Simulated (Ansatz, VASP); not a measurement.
**Two plane-wave programs on Si4C**

```xyz
10
Lattice="-3.9710 3.9710 2.5253 3.9710 -3.9710 2.5253 3.9710 3.9710 -2.5253" Properties=species:S:1:pos:R:3 pbc="T T T"
Si    2.5151    4.6724   -1.4647
Si    3.2695    2.5151    1.4647
Si    2.5151    0.7015    2.7273
Si    1.4559   -0.7015    1.0606
Si    4.6724    1.4559   -0.2021
Si    0.7015    1.4559    3.9900
Si    1.4559    3.2695    0.2021
Si   -0.7015    2.5151    2.3232
C     0.0000    0.0000    0.0000
C     0.0000    3.9710    1.2626
```

Alike in both runs: functional PBE; k mesh 6 × 6 × 6; occupations gaussian, width 0.02 eV; no spin polarisation.

Ansatz relaxed the structure, and its values are those at the end. VASP's run is a single point on that final structure, the one shown.

```csv
,VASP,Ansatz
version,VASP 6.6.1,Ansatz 0.2.0
potentials or method,"VASP PAW PBE potentials, release 64 (Si, C), cutoff 520 eV","scalar-relativistic, plane waves, PAW"
valence electrons in the cell,40,40
```

Ansatz gave:

| Item | Value |
| --- | --- |
| gap on the k mesh at the Fermi level (eV) | 0.83 |
| least direct gap on the mesh (eV) | 1.51 |
| pressure (GPa) | 0.0 |
| rms of the force components (eV/Å) | 0.001 |

Task: Which values does VASP return?

Result: gap on the k mesh at the Fermi level (eV): 0.83; least direct gap on the mesh (eV): 1.51; pressure (GPa): -0.1; rms of the force components (eV/Å): 0.006.
